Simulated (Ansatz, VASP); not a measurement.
# Co3F: VASP beside Ansatz

```
Co F
1.0
     3.41366    0.00000    0.00000
     0.00000    3.41366    0.00000
     0.00000    0.00000    3.41366
Co F
3 1
Direct
  0.00000 0.50000 0.50000
  0.50000 0.00000 0.50000
  0.50000 0.50000 0.00000
  0.00000 0.00000 0.00000
```

Alike in both runs: task single point; functional PBE; k mesh 6 × 6 × 6; occupations gaussian, width 0.1 eV; collinear spin.

|  | VASP | Ansatz |
| --- | --- | --- |
| version | VASP 6.6.1 | Ansatz 0.2.0 |
| potentials or method | VASP PAW PBE potentials, release 64 (Co, F), cutoff 520 eV | scalar-relativistic, plane waves, PAW |
| valence electrons in the cell | 34 | 58 |

VASP gave:

```
gap on the k mesh at the Fermi level (eV)                     : none
net moment per atom (μB)                                      : 1.56
size of the moment on the site where the two differ most (μB) : 2.01
```

**Question.** Which values does Ansatz return?

**Answer.** gap on the k mesh at the Fermi level (eV): none; net moment per atom (μB): 1.56; size of the moment on the site where the two differ most (μB): 2.02.

Site moments also hang on the region over which each program counts them. A gap of «none» marks a metal or a gap that the smearing closes. VASP's potentials hold 34 valence electrons a cell and Ansatz's 58, so a difference there can come from the potentials and not from the codes.
